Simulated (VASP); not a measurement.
# PbSe (Clausthalite) (Fm-3m) in VASP: notebook

PbSe (Clausthalite) is run at these levels: PBEsol, LDA; tasks: relaxation of cell and atoms, single point.

All numbers are computed with VASP 6.6.1; they aren't measurements. Logs are shortened: lines on timing, memory, paths and dates and some standing lists are left out, and cuts for length are marked.

**1. The cell of the first run**

The structure is cubic, space group Fm-3m (No. 225). Conventional cell: a = 6.121 Å, b = 6.121 Å, c = 6.121 Å, α = 90.00°, β = 90.00°, γ = 90.00°. Pb (site symmetry m-3m) has 6 Se at 3.06 Å within 4.0 Å. Se (site symmetry m-3m) has 6 Pb at 3.06 Å within 4.0 Å.

**2. Relaxation of cell and atoms, PBEsol, target pressure 5 GPa, at which the enthalpy is minimised**

Contents of INCAR:

```
PREC = Accurate
ENCUT = 600
EDIFF = 1E-7
ISMEAR = -1
SIGMA = 0.05
LREAL = False
LASPH = True
NELM = 60
ALGO = Normal
ISIF = 3
LWAVE = False
LCHARG = False
GGA = PS
IBRION = 2
NSW = 80
EDIFFG = -0.01
PSTRESS = 50.0
```

Contents of KPOINTS:

```
Automatic mesh
0
Gamma
  8 8 8
```

Contents of POSCAR:

```
PbSe
1.0
    0.0000000000      3.0606500000      3.0606500000
    3.0606500000      0.0000000000      3.0606500000
    3.0606500000      3.0606500000      0.0000000000
Pb Se
1 1
Direct
    0.0000000000      0.0000000000      0.0000000000
    0.5000000000      0.5000000000      0.5000000000
```

Potentials or basis: VASP PAW PBE potentials, release 64 (Pb_d, Se).

The run is started by

```console
$ cat potpaw_PBE.64/Pb_d/POTCAR potpaw_PBE.64/Se/POTCAR > POTCAR
$ mpirun -np 1 vasp_std > vasp.out
```

OUTCAR:

```text
PREC = Accurate
   ENCUT = 600
   EDIFF = 1E-7
   ISMEAR = -1
   LREAL = False
   LASPH = True
   NELM = 60
   ISIF = 3
   GGA = PS
   IBRION = 2
   NSW = 80
   EDIFFG = -0.01
   PSTRESS = 50.0

 ion  position               nearest neighbor table
   1  0.000  0.000  0.000-   2 3.06   2 3.06   2 3.06   2 3.06   2 3.06   2 3.06
   2  0.500  0.500  0.500-   1 3.06   1 3.06   1 3.06   1 3.06   1 3.06   1 3.06

  LATTYP: Found a face centered cubic cell.
 ALAT       =     6.1213000000

  Lattice vectors:

 A1 = (   0.0000000000,   3.0606500000,   3.0606500000)
 A2 = (   3.0606500000,   0.0000000000,   3.0606500000)
 A3 = (   3.0606500000,   3.0606500000,   0.0000000000)

Analysis of symmetry for initial positions (statically):
=====================================================================
 Subroutine PRICEL returns:
 Original cell was already a primitive cell.

 Routine SETGRP: Setting up the symmetry group for a
 face centered cubic supercell.

 Subroutine GETGRP returns: Found 48 space group operations
 (whereof 48 operations were pure point group operations)
 out of a pool of 48 trial point group operations.

The static configuration has the point symmetry O_h .

Analysis of symmetry for dynamics (positions and initial velocities):
=====================================================================
 Subroutine PRICEL returns:
 Original cell was already a primitive cell.

 Routine SETGRP: Setting up the symmetry group for a
 face centered cubic supercell.

 Subroutine GETGRP returns: Found 48 space group operations
 (whereof 48 operations were pure point group operations)
 out of a pool of 48 trial point group operations.

The dynamic configuration has the point symmetry O_h .

 Subroutine INISYM returns: Found 48 space group operations
 (whereof 48 operations are pure point group operations),
 and found     1 'primitive' translations

----------------------------------------------------------------------------------------

                                     Primitive cell

  volume of cell :      57.3418

  direct lattice vectors                    reciprocal lattice vectors
     0.000000000  3.060650000  3.060650000    -0.163363991  0.163363991  0.163363991
     3.060650000  0.000000000  3.060650000     0.163363991 -0.163363991  0.163363991
     3.060650000  3.060650000  0.000000000     0.163363991  0.163363991 -0.163363991

  length of vectors
     4.328412740  4.328412740  4.328412740     0.282954733  0.282954733  0.282954733

  position of ions in fractional coordinates (direct lattice)
     0.000000000  0.000000000  0.000000000
     0.500000000  0.500000000  0.500000000

  ion indices of the primitive-cell ions
   primitive index   ion index
                 1           1
                 2           2

----------------------------------------------------------------------------------------

 KPOINTS: Automatic mesh

Automatic generation of k-mesh.
 Grid dimensions read from file:
 generate k-points for:    8    8    8

 Generating k-lattice:

  Cartesian coordinates                     Fractional coordinates (reciprocal lattice)
    -0.020420499  0.020420499  0.020420499     0.125000000  0.000000000  0.000000000
     0.020420499 -0.020420499  0.020420499     0.000000000  0.125000000  0.000000000
     0.020420499  0.020420499 -0.020420499     0.000000000  0.000000000  0.125000000

  Length of vectors
     0.035369342  0.035369342  0.035369342

  Shift w.r.t. Gamma in fractional coordinates (k-lattice)
     0.000000000  0.000000000  0.000000000

 Subroutine IBZKPT returns following result:
 ===========================================

 Found     29 irreducible k-points:

 Following reciprocal coordinates:
            Coordinates               Weight
  0.000000  0.000000  0.000000      1.000000
  0.125000  0.000000  0.000000      8.000000
  0.250000  0.000000  0.000000      8.000000
  0.375000  0.000000  0.000000      8.000000
  0.500000  0.000000  0.000000      4.000000
  0.125000  0.125000  0.000000      6.000000
[... 16 lines left out ...]
  0.500000  0.250000  0.125000     48.000000
 -0.375000  0.250000  0.125000     24.000000
 [... further k-points ...]
   k-points           NKPTS =     29   k-points in BZ     NKDIM =     29   number of bands    NBANDS=     14
   number of dos      NEDOS =    301   number of ions     NIONS =      2
   total plane-waves  NPLWV =  46656
   dimension x,y,z NGX =    36 NGY =   36 NGZ =   36
   dimension x,y,z NGXF=    72 NGYF=   72 NGZF=   72
   ions per type =               1   1
   NGX,Y,Z   is equivalent  to a cutoff of  13.83, 13.83, 13.83 a.u.
   NGXF,Y,Z  is equivalent  to a cutoff of  27.65, 27.65, 27.65 a.u.
 SYSTEM =  unknown system
   PREC   = accura    normal or accurate (medium, high low for compatibility)
   ISTART =      0    job   : 0-new  1-cont  2-samecut
   ICHARG =      2    charge: 1-file 2-atom 10-const
   ISPIN  =      1    spin polarized calculation?
   LNONCOLLINEAR =      F non collinear calculations
   LSORBIT =      F    spin-orbit coupling
   LASPH  =      T    aspherical Exc in radial PAW
   ENCUT  =  600.0 eV  44.10 Ry    6.64 a.u.   8.64  8.64  8.64*2*pi/ulx,y,z
   NELM   =     60;   NELMIN=  2; NELMDL= -5     # of ELM steps
   EDIFF  = 0.1E-06   stopping-criterion for ELM
   LREAL  =      F    real-space projection
   EDIFFG = -.1E-01   stopping-criterion for IOM
   NSW    =     80    number of steps for IOM
   IBRION =      2    ionic relax: 0-MD 1-quasi-New 2-CG
   NFREE  =      1    steps in history (QN), initial steepest desc. (CG)
   ISIF   =      3    stress and relaxation
   ISYM   =      2    0-nonsym 1-usesym 2-fastsym
   POTIM  = 0.5000    time-step for ionic-motion
   TEBEG  =    0.0;   TEEND  =   0.0 temperature during run
   PSTRESS=   50.0 pullay stress
   NELECT =      20.0000    total number of electrons
   NUPDOWN=      -1.0000    fix difference up-down
   EMIN   =  10.00;   EMAX   =-10.00  energy-range for DOS
   EFERMI =   0.00;   METHOD = LEGACY
   ISMEAR =    -1;   SIGMA  =   0.05  broadening in eV -4-tet -1-fermi 0-gaus
   EFERMI_NEDOS =   21; number of points for ismear=-14 and -15
   IALGO  =     38    algorithm
   IMIX   =      4    mixing-type and parameters
     AMIX     =   0.40;   BMIX     =  1.00
     AMIX_MAG =   1.60;   BMIX_MAG =  1.00
  volume/ion in A,a.u.               =      28.67       193.48
  Fermi-wavevector in a.u.,A,eV,Ry     =   1.152377  2.177676 18.068159  1.327972
  Thomas-Fermi vector in A             =   2.289028
   LORBIT       =      0    0 simple, 1 ext, 2 COOP (PROOUT), +10 PAW based schemes
   GGA     = PS    functional components
   LHFCALC =     F    Hartree Fock is set to
   AEXX    =    0.0000 exact exchange contribution
   IVDW    =     0    specifies the selected vdW correction
   LEPSILON=     F    determine dielectric tensor
   LRPA    =     F    only Hartree local field effects (RPA)
 conjugate gradient relaxation of ions
 non-spin polarized calculation
  energy-cutoff  :      600.00
  volume of cell :       57.34
 maximum number of plane-waves:      1930
   NGX = 17   NGY = 17   NGZ = 17

--------------------------------------- Ionic step        1  -------------------------------------------

 number of electron      20.0000001 magnetization

 Free energy of the ion-electron system (eV)
  ---------------------------------------------------
  ext. energy  EPLUGINS =         0.00000000
  ---------------------------------------------------
  free energy    TOTEN  =        -8.91729853 eV

  energy without entropy =       -8.91673715  energy(sigma->0) =       -8.91701784

 E-fermi :   5.0106     XC(G=0):  -9.7195

 val. band max:        4.9089701830   @ k =   0.5000   0.0000   0.0000
 cond. band min:       5.1122393647   @ k =   0.5000   0.0000   0.0000
 fundamental gap:      0.2032691818
 Fermi energy:         5.0106352644

 k-point     1 :       0.0000    0.0000    0.0000
  band No.  band energies     occupation
      1     -11.8356      2.00000
      2     -11.8356      2.00000
      3     -11.8356      2.00000
      4     -11.8340      2.00000
      5     -11.8340      2.00000
      6      -8.6969      2.00000
      7      -1.4215      2.00000
      8       3.0393      2.00000
      9       3.0393      2.00000
     10       3.0393      2.00000
     11       9.5874      0.00000
     12       9.5874      0.00000
     13       9.5874      0.00000
     14      11.3586      0.00000

 k-point     2 :       0.1250    0.0000    0.0000
  band No.  band energies     occupation
      1     -11.8380      2.00000
      2     -11.8380      2.00000
      3     -11.8351      2.00000
      4     -11.8304      2.00000
      5     -11.8304      2.00000
      6      -8.5777      2.00000
      7      -1.8144      2.00000
      8       3.0803      2.00000
      9       3.0803      2.00000
     10       3.3108      2.00000
[... 445 lines left out ...]
  FREE ENERGIE OF THE ION-ELECTRON SYSTEM (eV)
  ---------------------------------------------------
  free  energy   TOTEN  =        -8.7247586677 eV

  energy  without entropy=       -8.7245955357  energy(sigma->0) =       -8.72467710

  enthalpy is  TOTEN    =        -7.1769213826 eV   P V=        1.5478372851

--------------------------------------- Ionic step        3  -------------------------------------------

 number of electron      20.0000002 magnetization

 Free energy of the ion-electron system (eV)
  ---------------------------------------------------
  ext. energy  EPLUGINS =         0.00000000
  ---------------------------------------------------
  free energy    TOTEN  =        -8.85551852 eV

  energy without entropy =       -8.85470070  energy(sigma->0) =       -8.85510961

 E-fermi :   6.0826     XC(G=0): -10.1318

 val. band max:        6.0181238735   @ k =   0.5000   0.0000   0.0000
 cond. band min:       6.1469423714   @ k =   0.5000   0.0000   0.0000
 fundamental gap:      0.1288184978
 Fermi energy:         6.0825670863

 k-point     1 :       0.0000    0.0000    0.0000
  band No.  band energies     occupation
      1     -10.8769      2.00000
      2     -10.8769      2.00000
      3     -10.8730      2.00000
      4     -10.8730      2.00000
      5     -10.8730      2.00000
      6      -8.3566      2.00000
      7      -0.1312      2.00000
      8       3.7582      2.00000
      9       3.7582      2.00000
     10       3.7582      2.00000
     11      10.9183      0.00000
     12      10.9183      0.00000
     13      10.9183      0.00000
     14      12.2985      0.00000

 k-point     2 :       0.1250    0.0000    0.0000
  band No.  band energies     occupation
      1     -10.8819      2.00000
      2     -10.8819      2.00000
      3     -10.8725      2.00000
      4     -10.8666      2.00000
      5     -10.8666      2.00000
      6      -8.2179      2.00000
      7      -0.6730      2.00000
      8       3.8067      2.00000
      9       3.8067      2.00000
     10       4.1546      2.00000
[... 400 lines left out ...]
 POSITION                                       TOTAL-FORCE (eV/Angst)
 -----------------------------------------------------------------------------------
      0.00000      0.00000      0.00000         0.000000      0.000000      0.000000
      2.97200      2.97200      2.97200        -0.000000     -0.000000     -0.000000
 -----------------------------------------------------------------------------------
    total drift:                               -0.000000      0.000000      0.000000

  FREE ENERGIE OF THE ION-ELECTRON SYSTEM (eV)
  ---------------------------------------------------
  free  energy   TOTEN  =        -8.8555185229 eV

  energy  without entropy=       -8.8547006985  energy(sigma->0) =       -8.85510961

  enthalpy is  TOTEN    =        -7.2170590629 eV   P V=        1.6384594600

 reached required accuracy - stopping structural energy minimisation
```

Run time: 37 s. Hardware: 1 thread of AMD EPYC 9R45 (Zen 5), shared host; peak memory 0.19 GiB.

Results:

```
Free energy                                            : -8.8555 eV
Relaxed volume                                         : 26.25 Å³/atom
Relaxed cell                                           : a = 4.203 Å, b = 4.203 Å, c = 4.203 Å, α = 60.00°, β = 60.00°, γ = 60.00°
Space group after relaxing (to 0.05 Å)                 : Fm-3m (No. 225)
Energy change on relaxing (the enthalpy is what falls) : +30.9 meV/atom
Ionic steps                                            : 3
Pressure after relaxing                                : 5.0 GPa
Band gap on the k mesh                                 : 0.13 eV, direct
```

Step by step:
```tsv
step	energy change (eV)	largest force (eV/Å)	pressure (GPa)	volume (Å³)
1	0.0000	0.0000	-0.47	57.34
2	0.1925	0.0000	9.71	49.60
3	0.0618	0.0000	4.96	52.50
```

Final structure:
```
CELL_PARAMETERS angstrom
0.00000 2.97200 2.97200
2.97200 0.00000 2.97200
2.97200 2.97200 0.00000
ATOMIC_POSITIONS crystal
Pb 0.00000 0.00000 0.00000
Se 0.50000 0.50000 0.50000
```

Levels at points of the mesh, in eV from the valence-band top:
| k point | band 6 | band 7 | band 8 | band 9 | band 10 | band 11 | band 12 | band 13 | band 14 |
| --- | --- | --- | --- | --- | --- | --- | --- | --- | --- |
| (0.00, 0.00, 0.00) | -14.37 | -6.15 | -2.26 | -2.26 | -2.26 | 4.90 | 4.90 | 4.90 | 6.28 |
| (0.50, 0.00, 0.00) | -13.07 | -9.36 | -1.77 | -1.77 | 0.00 | 0.13 | 1.47 | 1.47 | 8.55 |
| (0.50, 0.50, 0.00) | -12.53 | -7.55 | -5.77 | -3.80 | -3.80 | 3.22 | 5.96 | 5.96 | 6.42 |

Caveat: the cell is relaxed towards a set pressure, so the enthalpy falls and the energy may rise; the PAW data sets were made with another functional, which shifts forces and pressure a little; spin-orbit coupling is left out, which moves the levels of the heavy elements.

[end of part 1 of 3]
